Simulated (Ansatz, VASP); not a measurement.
## Na in VASP and in Ansatz

```
Na
1.0
    -2.14100    2.14100    2.14100
     2.14100   -2.14100    2.14100
     2.14100    2.14100   -2.14100
Na
1
Direct
  0.00000 0.00000 0.00000
```

Alike in both runs: task single point; functional PBE; k mesh 10 × 10 × 10; occupations gaussian, width 0.1 eV; no spin polarisation.

|  | VASP | Ansatz |
| --- | --- | --- |
| version | VASP 6.6.1 | Ansatz 0.2.0 |
| potentials or method | VASP PAW PBE potentials, release 64 (Na_pv), cutoff 500 eV | scalar-relativistic, plane waves, PAW |
| valence electrons in the cell | 7 | 9 |

|  | VASP | Ansatz | Ansatz less VASP |
| --- | --- | --- | --- |
| gap on the k mesh at the Fermi level (eV) | none | none | - |
| pressure (GPa) | -0.4 | -0.4 | +0.04 |

A gap of «none» marks a metal or a gap that the smearing closes. The functional is the same, so the differences come from potentials, cutoffs and numerics. VASP's potentials hold 7 valence electrons a cell and Ansatz's 9, so a difference there can come from the potentials and not from the codes.
